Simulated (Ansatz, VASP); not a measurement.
**One calculation of TePb, two programs**

```
CELL_PARAMETERS angstrom
0.00000 3.22153 3.22153
3.22153 0.00000 3.22153
3.22153 3.22153 0.00000
ATOMIC_POSITIONS crystal
Te 0.50000 0.50000 0.50000
Pb 0.00000 0.00000 0.00000
```

Alike in both runs: task single point; functional PBEsol; k mesh 8 × 8 × 8; occupations gaussian, width 0.02 eV; no spin polarisation.

|  | VASP | Ansatz |
| --- | --- | --- |
| version | VASP 6.6.1 | Ansatz 0.2.0 |
| potentials or method | VASP PAW PBE potentials, release 64 (Te, Pb_d), cutoff 520 eV | scalar-relativistic, plane waves, PAW |
| valence electrons in the cell | 20 | 30 |

```tsv
	VASP	Ansatz	Ansatz less VASP
gap on the k mesh at the Fermi level (eV)	0.65	0.65	-0.004
least direct gap on the mesh (eV)	0.65	0.65	-0.004
pressure (GPa)	0.0	0.0	+0.03
```

VASP's potentials were made for PBE, not for PBEsol. The functional is the same, so the differences come from potentials, cutoffs and numerics. VASP's potentials hold 20 valence electrons a cell and Ansatz's 30, so a difference there can come from the potentials and not from the codes.

Neither program's run includes spin-orbit coupling.
